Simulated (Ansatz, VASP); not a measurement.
**Two plane-wave programs on Zr2HS4**

```
S Zr H
1.0
     7.29768    0.00000    0.00000
    -3.64884    6.31997    0.00000
     0.00000    0.00000   20.91715
S Zr H
8 4 2
Direct
  0.33333 0.16667 0.19123
  0.33333 0.66667 0.19123
  0.83333 0.16667 0.19123
  0.83333 0.66667 0.19123
  0.16667 0.33333 0.33069
  0.16667 0.83333 0.33069
  0.66667 0.33333 0.33069
  0.66667 0.83333 0.33069
  0.00000 0.00000 0.26096
  0.00000 0.50000 0.26096
  0.50000 0.00000 0.26096
  0.50000 0.50000 0.26096
  0.27420 0.72580 0.35221
  0.39247 0.60753 0.35221
```

Alike in both runs: task single point; functional PBE; dispersion D3(BJ); k mesh 6 × 6 × 1; occupations gaussian, width 0.05 eV; no spin polarisation.

|  | VASP | Ansatz |
| --- | --- | --- |
| version | VASP 6.6.1 | Ansatz 0.2.0 |
| potentials or method | VASP PAW PBE potentials, release 64 (S, Zr_sv, H), cutoff 400 eV | scalar-relativistic, plane waves, PAW |
| valence electrons in the cell | 98 | 98 |

```csv
,VASP,Ansatz,Ansatz less VASP
gap on the k mesh at the Fermi level (eV),none,none,-
rms of the force components (eV/Å),0.620,0.614,-0.0061
```

A gap of «none» marks a metal or a gap that the smearing closes.
